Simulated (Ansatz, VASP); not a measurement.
# MgO: VASP beside Ansatz

```
Mg O
1.0
     0.00000    2.10217    2.10217
     2.10217    0.00000    2.10217
     2.10217    2.10217    0.00000
Mg O
1 1
Direct
  0.00000 0.00000 0.00000
  0.50000 0.50000 0.50000
```

Alike in both runs: task single point; functional PBEsol; k mesh 8 × 8 × 8; no spin polarisation.

|  | VASP | Ansatz |
| --- | --- | --- |
| version | VASP 6.6.1 | Ansatz 0.2.0 |
| potentials or method | VASP PAW PBE potentials, release 64 (Mg, O) | plane waves |
| plane-wave cutoff (eV) | 520 | 420 |
| occupations | methfessel-paxton of order 1, width 0.05 eV | cold, width 0.05 eV |
| valence electrons in the cell | 8 | 16 |

```tsv
	VASP	Ansatz	Ansatz less VASP
gap on the k mesh at the Fermi level (eV)	4.69	4.69	-0.001
pressure (GPa)	0.6	1.1	+0.50
```

VASP's potentials were made for PBE, not for PBEsol. VASP's potentials hold 8 valence electrons a cell and Ansatz's 16, so a difference there can come from the potentials and not from the codes.
